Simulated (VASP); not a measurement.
Wanted: the native input for a VASP 6.6.1 run.

- Task: single point
- Functional: PBE
- Potentials or basis: VASP PAW PBE potentials, release 64 (Hf_pv, N, O)
- Cutoff: 520 eV
- k mesh: 18 × 18 × 18
- Occupations: gaussian, width 0.1 eV
- Spin: no spin polarisation
- Dipole correction: no
- Further INCAR settings: ALGO = Normal; EDIFF = 1e-06; NBANDS = 24

The structure of Hf2NO lies in POSCAR:

```
Hf2NO
1.0
    1.6266364761      0.9391390073      5.2182217044
   -1.6266364761      0.9391390073      5.2182217044
    0.0000000000     -1.8782780147      5.2182217044
Hf N O
2 1 1
Direct
    0.2572789261      0.2572789261      0.2572789261
    0.7427210739      0.7427210739      0.7427210739
    0.0000000000      0.0000000000      0.0000000000
    0.5000000000      0.5000000000      0.5000000000
```

The cell was generated, and may not be a known phase.

The input as run:

INCAR

```
SYSTEM = Hf2NO
PREC = Accurate
ENCUT = 520
EDIFF = 1E-6
ISMEAR = 0
SIGMA = 0.1
LREAL = .False.
LASPH = .True.
NELM = 100
ALGO = Normal
ISIF = 2
LWAVE = .False.
LCHARG = .True.
GGA = PE
LELF = .True.
LVHAR = .True.
NBANDS = 24
```

KPOINTS

```
regular mesh
0
Gamma
  18 18 18
  0 0 0
```

Potentials or basis: VASP PAW PBE potentials, release 64 (Hf_pv, N, O).

Command:

```console
$ cat potpaw_PBE.64/Hf_pv/POTCAR potpaw_PBE.64/N/POTCAR potpaw_PBE.64/O/POTCAR > POTCAR
$ mpirun -np 1 vasp_std > vasp.out
```

It gave:

```yaml
Pressure: -2.6 GPa
Largest_force: 0.008 eV/Å
Band_gap_on_the_k_mesh: zero (an odd number of electrons rules out a gap without spin polarisation)
```

Caveat: spin-orbit coupling is left out, which moves the levels of the heavy elements; an odd number of electrons without spin polarisation forces a metal; a magnetic or distorted state may lie lower.

Run time: 13 min on 1 thread of Intel(R) Xeon(R) 6975P-C (Granite Rapids), on a shared host, peak memory 0.75 GiB.
